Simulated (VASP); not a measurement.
A run of VASP 6.6.1:

File INCAR:

```
SYSTEM = P
PREC = Accurate
ENCUT = 520
EDIFF = 1E-7
ISMEAR = 0
SIGMA = 0.15
LREAL = .False.
LASPH = .True.
NELM = 80
ALGO = Normal
ISIF = 2
LWAVE = .False.
LCHARG = .False.
GGA = PE
IVDW = 12
NBANDS = 8
```

File KPOINTS:

```
Automatic mesh
0
Gamma
  24 24 24
  0 0 0
```

Contents of POSCAR:

```
P
1.0
    2.4072602648      0.0000000000      0.0541633560
    0.0000000000      2.4072602648      0.0000000000
    0.0541657937      0.0000000000      2.4073686085
P
1
Direct
    0.0000000000      0.0000000000      0.0000000000
```

Potentials or basis: VASP PAW PBE potentials, release 64 (P).

Launch:

```console
$ cat potpaw_PBE.64/P/POTCAR > POTCAR
$ mpirun -np 1 vasp_std > vasp.out
```

Hardware: 1 thread of Intel(R) Xeon(R) 6975P-C (Granite Rapids), with other jobs on the host.

Question: How long does it take, and how much memory?

Answer: Wall time 96 s on 1 thread of Intel(R) Xeon(R) 6975P-C (Granite Rapids) (shared host), peak memory 0.43 GiB. Counts: scf iterations 11, k points 3770.
